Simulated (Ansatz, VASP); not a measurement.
Pd: VASP beside Ansatz

```xyz
1
Lattice="2.5954 0.0000 0.0000 0.0000 2.5954 0.0000 0.0000 0.0000 2.5954" Properties=species:S:1:pos:R:3 pbc="T T T"
Pd    0.0000    0.0000    0.0000
```

Change from the starting cell: volume scaled by 0.98.

Alike in both runs: task single point; functional PBE; k mesh 13 × 13 × 13; occupations fermi-dirac, width 0.03 eV; no spin polarisation.

```csv
,VASP,Ansatz
version,VASP 6.6.1,Ansatz 0.2.0
potentials or method,"VASP PAW PBE potentials, release 64 (Pd), cutoff 520 eV","all-electron LAPW, scalar-relativistic"
```

```tsv
	VASP	Ansatz	Ansatz less VASP
pressure (GPa)	2.2	2.5	+0.30
```

Ansatz ran all-electron here, and VASP with PAW potentials.
